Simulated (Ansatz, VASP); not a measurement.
# Bi2Te3 in VASP and in Ansatz

```
CELL_PARAMETERS angstrom
2.19300 1.26613 10.16567
-2.19300 1.26613 10.16567
0.00000 -2.53226 10.16567
ATOMIC_POSITIONS crystal
Bi 0.40000 0.40000 0.40000
Bi 0.60000 0.60000 0.60000
Te 0.00000 0.00000 0.00000
Te 0.20950 0.20950 0.20950
Te 0.79050 0.79050 0.79050
```

Alike in both runs: task single point; functional PBE; k mesh 6 × 6 × 6; no spin polarisation.

|  | VASP | Ansatz |
| --- | --- | --- |
| version | VASP 6.6.1 | Ansatz 0.2.0 |
| potentials or method | VASP PAW PBE potentials, release 64 (Bi_d, Te), cutoff 500 eV | plane waves, PAW |
| occupations | gaussian, width 0.01 eV | fixed |
| valence electrons in the cell | 48 | 78 |

VASP gave:

```
gap on the k mesh at the Fermi level (eV) : 0.28
```

Estimate Ansatz's values.

gap on the k mesh at the Fermi level (eV): 0.29.

VASP's potentials hold 48 valence electrons a cell and Ansatz's 78, so a difference there can come from the potentials and not from the codes.

Neither program's run includes spin-orbit coupling.
